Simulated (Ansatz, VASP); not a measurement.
**AgBr in VASP and in Ansatz**

File INCAR:

```
SYSTEM = AgBr
PREC = Accurate
ENCUT = 400
EDIFF = 1E-8
ISMEAR = -1
SIGMA = 0.03
LREAL = .FALSE.
LASPH = .TRUE.
NELM = 120
ALGO = Normal
ISIF = 2
LWAVE = .FALSE.
LCHARG = .FALSE.
GGA = PS
LEFG = .TRUE.
NBANDS = 16
GGA_COMPAT = .FALSE.
```

Contents of KPOINTS:

```
Automatic mesh
0
G
  8 8 8
  0 0 0
```

Contents of POSCAR:

```
AgBr
1.0
    0.0000000000      2.8921694793      2.8921694793
    2.8921694793      0.0000000000      2.8921694793
    2.8921694793      2.8921694793      0.0000000000
Ag Br
1 1
Direct
    0.0000000000      0.0000000000      0.0000000000
    0.5000000000      0.5000000000      0.5000000000
```

Input for Ansatz:

```yaml
crystal:
  lattice:
    - [0.0, 2.8921694793, 2.8921694793]
    - [2.8921694793, 0.0, 2.8921694793]
    - [2.8921694793, 2.8921694793, 0.0]
  atoms:
    - { symbol: Ag, position: [0.0, 0.0, 0.0] }
    - { symbol: Br, position: [0.5, 0.5, 0.5] }
kpoints:
  mp_grid: { grid: [8, 8, 8] }
scf:
  occupations: { method: fermi_dirac, width: 0.03 }
hamiltonian:
  xc: pbesol
  pseudopotentials: { kind: all_electron, datasets: crystal }
output:
  forces: true
  stress: true
  eigenvalues: true
  efg: { contact_densities: true }
```

Change from the starting cell: volume scaled by 1, crystal datasets.

Alike in both runs: task electric field gradients; functional PBEsol; k mesh 8 × 8 × 8; occupations fermi-dirac, width 0.03 eV; no spin polarisation.

|  | VASP | Ansatz |
| --- | --- | --- |
| version | VASP 6.6.1 | Ansatz 0.2.0 |
| potentials or method | VASP PAW PBE potentials, release 64 (Ag, Br), cutoff 400 eV | all-electron PAW with datasets made for the crystal, scalar-relativistic |

|  | VASP | Ansatz | Ansatz less VASP |
| --- | --- | --- | --- |
| pressure (GPa) | -2.8 | -2.6 | +0.21 |

VASP's potentials were made for PBE, not for PBEsol. Ansatz ran all-electron here, and VASP with PAW potentials.
